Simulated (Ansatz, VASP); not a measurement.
## One calculation of Br, two programs

```
Br
1.0
     3.36325   -2.32255    0.00000
     3.36325    2.32255    0.00000
     0.00000    0.00000    8.70230
Br
4
Direct
  0.36510 0.63490 0.39010
  0.13490 0.86510 0.89010
  0.63490 0.36510 0.60990
  0.86510 0.13490 0.10990
```

Alike in both runs: task relaxation of cell and atoms; functional PBE; k mesh 7 × 7 × 3; occupations fermi-dirac, width 0.05 eV; no spin polarisation.

```csv
,VASP,Ansatz
version,VASP 6.6.1,Ansatz 0.2.0
potentials or method,"VASP PAW PBE potentials, release 64 (Br)",Ansatz PAW
plane-wave cutoff (eV),600,420
valence electrons in the cell,28,28
```

Ansatz gave:

```
gap on the k mesh at the Fermi level, each at its own relaxed structure (eV) : 1.37
relaxed volume (Å³/atom)                                                     : 40.19
relaxed cell length with the largest relative difference (Å)                 : 4.819
```

Task: Estimate VASP's values.

Result: gap on the k mesh at the Fermi level, each at its own relaxed structure (eV): 1.36; relaxed volume (Å³/atom): 39.11; relaxed cell length with the largest relative difference (Å): 4.724.

Noted on VASP's run: the volume moved by over 15 % at a fixed basis, so the end points are rough. Noted on Ansatz's run: the volume moved by over 15 % at a fixed basis, so the end points are rough; odd divisions of the mesh miss points on the zone boundary, where band edges often lie, so the gap on the mesh can be too wide; the plane-wave basis is chosen anew once the cell has moved, so the energies of steps on either side of that aren't comparable.
